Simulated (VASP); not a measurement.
# Pt (Fm-3m) in VASP: a series of runs, part 3 of 3

VASP 6.6.1. Earlier steps stand in the parts before.

### Step 6. Relaxation of cell and atoms, PBE

This run uses another cell than the first one, of 14.99 Å³/atom, 0.958 times its volume.

Input file INCAR:

```
SYSTEM = Pt
  PREC = Accurate
  ENCUT = 500
  EDIFF = 1E-7
  ISMEAR = 0
  SIGMA = 0.1
  LREAL = .FALSE.
  LASPH = .TRUE.
  NELM = 120
  ALGO = Normal
  ISIF = 3
  LWAVE = .FALSE.
  LCHARG = .FALSE.
  GGA = PE
  IBRION = 2
  NSW = 100
  EDIFFG = -0.05
  GGA_COMPAT = .FALSE.
  NELMIN = 4
```

Input file KPOINTS:

```
regular mesh
0
G
  8 8 8
  0 0 0
```

Input file POSCAR:

```
Pt
1.0
    0.0000000000      1.9569520801      1.9569520801
    1.9569520801      0.0000000000      1.9569520801
    1.9569520801      1.9569520801      0.0000000000
Pt
1
Direct
    0.0000000000      0.0000000000      0.0000000000
```

Potentials or basis: VASP PAW PBE potentials, release 64 (Pt).

Started as:

```
cat potpaw_PBE.64/Pt/POTCAR > POTCAR
mpirun -np 1 vasp_std > vasp.out
```

OUTCAR:

```text
SYSTEM = Pt
   PREC = Accurate
   ENCUT = 500
   EDIFF = 1E-7
   ISMEAR = 0
   LREAL = .FALSE.
   LASPH = .TRUE.
   NELM = 120
   ISIF = 3
   GGA = PE
   IBRION = 2
   NSW = 100
   EDIFFG = -0.05
   NELMIN = 4

 ion  position               nearest neighbor table
   1  0.000  0.000  0.000-

  LATTYP: Found a face centered cubic cell.
 ALAT       =     3.9139041602

  Lattice vectors:

 A1 = (   0.0000000000,   1.9569520801,   1.9569520801)
 A2 = (   1.9569520801,   0.0000000000,   1.9569520801)
 A3 = (   1.9569520801,   1.9569520801,   0.0000000000)

Analysis of symmetry for initial positions (statically):
=====================================================================
 Subroutine PRICEL returns:
 Original cell was already a primitive cell.

 Routine SETGRP: Setting up the symmetry group for a
 face centered cubic supercell.

 Subroutine GETGRP returns: Found 48 space group operations
 (whereof 48 operations were pure point group operations)
 out of a pool of 48 trial point group operations.

The static configuration has the point symmetry O_h .

Analysis of symmetry for dynamics (positions and initial velocities):
=====================================================================
 Subroutine PRICEL returns:
 Original cell was already a primitive cell.

 Routine SETGRP: Setting up the symmetry group for a
 face centered cubic supercell.

 Subroutine GETGRP returns: Found 48 space group operations
 (whereof 48 operations were pure point group operations)
 out of a pool of 48 trial point group operations.

The dynamic configuration has the point symmetry O_h .

 Subroutine INISYM returns: Found 48 space group operations
 (whereof 48 operations are pure point group operations),
 and found     1 'primitive' translations

----------------------------------------------------------------------------------------

                                     Primitive cell

  volume of cell :      14.9889

  direct lattice vectors                    reciprocal lattice vectors
     0.000000000  1.956952080  1.956952080    -0.255499358  0.255499358  0.255499358
     1.956952080  0.000000000  1.956952080     0.255499358 -0.255499358  0.255499358
     1.956952080  1.956952080  0.000000000     0.255499358  0.255499358 -0.255499358

  length of vectors
     2.767548173  2.767548173  2.767548173     0.442537869  0.442537869  0.442537869

  position of ions in fractional coordinates (direct lattice)
     0.000000000  0.000000000  0.000000000

  ion indices of the primitive-cell ions
   primitive index   ion index
                 1           1

----------------------------------------------------------------------------------------

 KPOINTS: regular mesh

Automatic generation of k-mesh.
 Grid dimensions read from file:
 generate k-points for:    8    8    8

 Generating k-lattice:

  Cartesian coordinates                     Fractional coordinates (reciprocal lattice)
    -0.031937420  0.031937420  0.031937420     0.125000000  0.000000000  0.000000000
     0.031937420 -0.031937420  0.031937420     0.000000000  0.125000000  0.000000000
     0.031937420  0.031937420 -0.031937420     0.000000000  0.000000000  0.125000000

  Length of vectors
     0.055317234  0.055317234  0.055317234

  Shift w.r.t. Gamma in fractional coordinates (k-lattice)
     0.000000000  0.000000000  0.000000000

 Subroutine IBZKPT returns following result:
 ===========================================

 Found     29 irreducible k-points:

 Following reciprocal coordinates:
            Coordinates               Weight
  0.000000  0.000000  0.000000      1.000000
  0.125000  0.000000  0.000000      8.000000
  0.250000  0.000000  0.000000      8.000000
  0.375000  0.000000  0.000000      8.000000
  0.500000  0.000000  0.000000      4.000000
  0.125000  0.125000  0.000000      6.000000
[... 16 lines left out ...]
  0.500000  0.250000  0.125000     48.000000
 -0.375000  0.250000  0.125000     24.000000
 [... further k-points ...]
   k-points           NKPTS =     29   k-points in BZ     NKDIM =     29   number of bands    NBANDS=      9
   number of dos      NEDOS =    301   number of ions     NIONS =      1
   total plane-waves  NPLWV =   8000
   dimension x,y,z NGX =    20 NGY =   20 NGZ =   20
   dimension x,y,z NGXF=    40 NGYF=   40 NGZF=   40
   ions per type =               1
   NGX,Y,Z   is equivalent  to a cutoff of  12.01, 12.01, 12.01 a.u.
   NGXF,Y,Z  is equivalent  to a cutoff of  24.03, 24.03, 24.03 a.u.
 SYSTEM =  Pt
   PREC   = accura    normal or accurate (medium, high low for compatibility)
   ISTART =      0    job   : 0-new  1-cont  2-samecut
   ICHARG =      2    charge: 1-file 2-atom 10-const
   ISPIN  =      1    spin polarized calculation?
   LNONCOLLINEAR =      F non collinear calculations
   LSORBIT =      F    spin-orbit coupling
   LASPH  =      T    aspherical Exc in radial PAW
   ENCUT  =  500.0 eV  36.75 Ry    6.06 a.u.   5.05  5.05  5.05*2*pi/ulx,y,z
   NELM   =    120;   NELMIN=  4; NELMDL= -5     # of ELM steps
   EDIFF  = 0.1E-06   stopping-criterion for ELM
   LREAL  =      F    real-space projection
   EDIFFG = -.5E-01   stopping-criterion for IOM
   NSW    =    100    number of steps for IOM
   IBRION =      2    ionic relax: 0-MD 1-quasi-New 2-CG
   NFREE  =      1    steps in history (QN), initial steepest desc. (CG)
   ISIF   =      3    stress and relaxation
   ISYM   =      2    0-nonsym 1-usesym 2-fastsym
   POTIM  = 0.5000    time-step for ionic-motion
   TEBEG  =    0.0;   TEEND  =   0.0 temperature during run
   PSTRESS=    0.0 pullay stress
   NELECT =      10.0000    total number of electrons
   NUPDOWN=      -1.0000    fix difference up-down
   EMIN   =  10.00;   EMAX   =-10.00  energy-range for DOS
   EFERMI =   0.00;   METHOD = LEGACY
   ISMEAR =     0;   SIGMA  =   0.10  broadening in eV -4-tet -1-fermi 0-gaus
   EFERMI_NEDOS =   21; number of points for ismear=-14 and -15
   IALGO  =     38    algorithm
   IMIX   =      4    mixing-type and parameters
     AMIX     =   0.40;   BMIX     =  1.00
     AMIX_MAG =   1.60;   BMIX_MAG =  1.00
  volume/ion in A,a.u.               =      14.99       101.15
  Fermi-wavevector in a.u.,A,eV,Ry     =   1.430489  2.703233 27.841600  2.046300
  Thomas-Fermi vector in A             =   2.550329
   LORBIT       =      0    0 simple, 1 ext, 2 COOP (PROOUT), +10 PAW based schemes
   GGA     = PE    functional components
   LHFCALC =     F    Hartree Fock is set to
   AEXX    =    0.0000 exact exchange contribution
   IVDW    =     0    specifies the selected vdW correction
   LEPSILON=     F    determine dielectric tensor
   LRPA    =     F    only Hartree local field effects (RPA)
 conjugate gradient relaxation of ions
 non-spin polarized calculation
 Gauss-broadening in eV      SIGMA  =   0.10
  energy-cutoff  :      500.00
  volume of cell :       14.99
 maximum number of plane-waves:       392
   NGX =  9   NGY =  9   NGZ =  9

--------------------------------------- Ionic step        1  -------------------------------------------

 number of electron      10.0000001 magnetization

 Free energy of the ion-electron system (eV)
  ---------------------------------------------------
  ext. energy  EPLUGINS =         0.00000000
  ---------------------------------------------------
  free energy    TOTEN  =        -6.06741757 eV

  energy without entropy =       -6.05861237  energy(sigma->0) =       -6.06301497

------------------------ aborting loop because EDIFF is reached ----------------------------------------

  FORCE on cell =-STRESS in cart. coord.  units (eV):
  Direction    XX          YY          ZZ          XY          YZ          ZX
  --------------------------------------------------------------------------------------
  -------------------------------------------------------------------------------------
  Total        1.0028994      1.0028994      1.0028994     -0.0000000      0.0000000     -0.0000000
  in kB      107.2006379    107.2006379    107.2006379     -0.0000000      0.0000000     -0.0000000
  external PRESSURE =     107.2006379 kB  Pullay stress =       0.0000000 kB
[... 22 lines left out ...]
--------------------------------------- Ionic step        2  -------------------------------------------

 number of electron      10.0000002 magnetization

 E-fermi :   8.7861     XC(G=0): -12.6911

 val. band max:        8.6716937569   @ k =  -0.3750   0.3750   0.0000
 cond. band min:       8.7972661148   @ k =   0.5000   0.5000   0.0000
 fundamental gap:      0.1255723578
 Fermi energy:         8.7861213989

 k-point     1 :       0.0000    0.0000    0.0000
  band No.  band energies     occupation
      1       0.0645      2.00000
      2       5.7895      2.00000
      3       5.7895      2.00000
      4       5.7895      2.00000
      5       7.5039      2.00000
      6       7.5039      2.00000
      7      23.7598      0.00000
      8      27.9658      0.00000
      9      27.9658      0.00000
[... 310 lines left out ...]
--------------------------------------- Ionic step        3  -------------------------------------------

 number of electron      10.0000002 magnetization

 Free energy of the ion-electron system (eV)
  ---------------------------------------------------
  ext. energy  EPLUGINS =         0.00000000
  ---------------------------------------------------
  free energy    TOTEN  =        -6.08608151 eV

  energy without entropy =       -6.07656938  energy(sigma->0) =       -6.08132544

 E-fermi :  10.5557     XC(G=0): -13.2966

 val. band max:       10.4247600898   @ k =  -0.3750   0.3750   0.0000
 cond. band min:      10.5637251249   @ k =  -0.2500   0.1250   0.0000
 fundamental gap:      0.1389650351
 Fermi energy:        10.5557380010

 k-point     1 :       0.0000    0.0000    0.0000
  band No.  band energies     occupation
      1       0.7861      2.00000
      2       7.0125      2.00000
      3       7.0125      2.00000
      4       7.0125      2.00000
      5       9.0446      2.00000
      6       9.0446      2.00000
      7      25.3623      0.00000
      8      30.1359      0.00000
      9      30.1359      0.00000
[... 304 lines left out ...]
  FREE ENERGIE OF THE ION-ELECTRON SYSTEM (eV)
  ---------------------------------------------------
  free  energy   TOTEN  =        -6.0860815066 eV

  energy  without entropy=       -6.0765693801  energy(sigma->0) =       -6.08132544

 reached required accuracy - stopping structural energy minimisation
```

OSZICAR:

```text
N       E                     dE             d eps       ncg     rms          rms(c)
DAV:   1     0.373107735206E+02    0.37311E+02   -0.52046E+03   554   0.984E+02
DAV:   2    -0.600792632824E+01   -0.43319E+02   -0.41256E+02   544   0.187E+02
DAV:   3    -0.646159987549E+01   -0.45367E+00   -0.45280E+00   644   0.193E+01
[... 24 lines left out ...]
DAV:   4    -0.608467728385E+01   -0.15548E-02   -0.29953E-03   636   0.527E-01    0.500E-01
DAV:   5    -0.608603851271E+01   -0.13612E-02   -0.24490E-03   577   0.323E-01    0.183E-02
DAV:   6    -0.608607923349E+01   -0.40721E-04   -0.33876E-05   692   0.503E-02    0.153E-02
DAV:   7    -0.608608141763E+01   -0.21841E-05   -0.15998E-06   569   0.966E-03    0.155E-03
DAV:   8    -0.608608150664E+01   -0.89014E-07   -0.35690E-08   343   0.180E-03
   3 F= -.60860815E+01 E0= -.60813254E+01  d E =-.186639E-01
```

CONTCAR:

```text
Pt
   1.00000000000000
    -0.0000000000000000    1.9830735430401825    1.9830735430401825
     1.9830735430401825    0.0000000000000000    1.9830735430401825
     1.9830735430401825    1.9830735430401825   -0.0000000000000000
  Pt
     1
Direct
     0.0000000000000000    0.0000000000000000    0.0000000000000000

  0.00000000E+00  0.00000000E+00  0.00000000E+00
```

Wall time 6.9 s (1 thread of Intel Xeon 6975P-C (Granite Rapids), shared host); peak memory 0.13 GiB.

What came out:

```
Free energy                            : -6.0861 eV
Relaxed volume                         : 15.60 Å³/atom
Relaxed cell                           : a = 2.804 Å, b = 2.804 Å, c = 2.804 Å, α = 60.00°, β = 60.00°, γ = 60.00°
Space group after relaxing (to 0.05 Å) : Fm-3m (No. 225)
Energy gained by relaxing              : 18.7 meV/atom
Ionic steps                            : 3
Pressure after relaxing                : -0.4 GPa
Band gap on the k mesh                 : zero (band 5 reaches 11.05 eV, above the bottom of band 6 at 8.95 eV)
```

Step by step:
```
step  energy change (eV)  largest force (eV/Å)  pressure (GPa)  volume (Å³)
   1              0.0000                0.0000           10.72        14.99
   2              0.0954                0.0000          -19.00        17.27
   3             -0.0187                0.0000           -0.38        15.60
```

Final structure:
```
Pt
1.0
     0.00000    1.98307    1.98307
     1.98307    0.00000    1.98307
     1.98307    1.98307    0.00000
Pt
1
Direct
  0.00000 0.00000 0.00000
```

Caveat: spin-orbit coupling is left out, which moves the levels of the heavy elements.

### Step 7. The runs side by side

| task | cell | k mesh | cutoff (eV) | gap on the mesh (eV) | pressure (GPa) | relaxed volume (Å³/atom) |
| --- | --- | --- | --- | --- | --- | --- |
| single point | a = 2.807 Å, angles 60.0°, 1 atom | 18 × 18 × 18 | 520 | none | -0.5 | - |
| relaxation of cell and atoms | relaxed from a = 2.806 Å, angles 60.0°, 1 atom | 18 × 18 × 18 | 600 | none | 0.0 | 15.62 |
| single point | a = 2.768 Å, angles 60.0°, 1 atom | 8 × 8 × 8 | 500 | none | 10.7 | - |
| single point | a = 2.806 Å, angles 60.0°, 1 atom | 8 × 8 × 8 | 500 | none | -0.7 | - |
| relaxation of cell and atoms | relaxed from a = 2.768 Å, angles 60.0°, 1 atom | 8 × 8 × 8 | 500 | none | -0.4 | 15.60 |

Alike in all rows: level PBE; potentials or basis VASP PAW PBE potentials, release 64 (Pt); no spin polarisation; smearing gaussian 0.1 eV.

Caveats: spin-orbit coupling is left out, which moves the levels of the heavy elements.

Absolute energies hang on the potentials; compare differences alone.
